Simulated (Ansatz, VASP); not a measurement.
NaI: VASP beside Ansatz

File INCAR:

```
SYSTEM = NaI
PREC = Accurate ; ENCUT = 520
EDIFF = 1E-6 ; ISMEAR = 0
SIGMA = 0.01 ; LREAL = .False.
LASPH = .True. ; NELM = 100
ALGO = Normal ; ISIF = 2
LWAVE = .False. ; LCHARG = .False.
GGA = PE ; NBANDS = 22
```

File KPOINTS:

```
regular mesh
0
Gamma
  6 6 4
  0 0 0
```

Contents of POSCAR:

```
NaI
1.0
    5.5750739508      0.0000000000      0.0000000000
   -2.7875369754      4.8281556694      0.0000000000
    0.0000000000      0.0000000000      6.6571788501
Na I
2 2
Direct
    0.3333333333      0.6666666667      0.2500000000
    0.6666666667      0.3333333333      0.7500000000
    0.6666666667      0.3333333333      0.2500000000
    0.3333333333      0.6666666667      0.7500000000
```

Input for Ansatz:

```yaml
crystal:
  lattice:
    - [5.5750739508, 0.0, 0.0]
    - [-2.7875369754, 4.8281556694, 0.0]
    - [0.0, 0.0, 6.6571788501]
  atoms:
    - { symbol: Na, position: [0.3333333333, 0.6666666667, 0.25] }
    - { symbol: Na, position: [0.6666666667, 0.3333333333, 0.75] }
    - { symbol: I, position: [0.6666666667, 0.3333333333, 0.25] }
    - { symbol: I, position: [0.3333333333, 0.6666666667, 0.75] }
kpoints:
  mp_grid: { grid: [6, 6, 4] }
hamiltonian:
  xc: pbe
scf:
  occupations: { method: fixed }
  n_extra_bands: 5
output:
  forces: true
  stress: true
  eigenvalues: true
```

Alike in both runs: task single point; functional PBE; k mesh 6 × 6 × 4; no spin polarisation.

|  | VASP | Ansatz |
| --- | --- | --- |
| version | VASP 6.6.1 | Ansatz 0.2.0 |
| potentials or method | VASP PAW PBE potentials, release 64 (Na_pv, I) | plane waves, PAW |
| plane-wave cutoff (eV) | 520 | 420 |
| occupations | gaussian, width 0.01 eV | fixed |
| valence electrons in the cell | 28 | 52 |

|  | VASP | Ansatz | Ansatz less VASP |
| --- | --- | --- | --- |
| gap on the k mesh at the Fermi level (eV) | 3.43 | 3.43 | +0.003 |
| pressure (GPa) | -0.6 | -0.6 | 0.00 |

VASP's potentials hold 28 valence electrons a cell and Ansatz's 52, so a difference there can come from the potentials and not from the codes.

Spin-orbit coupling is off throughout.
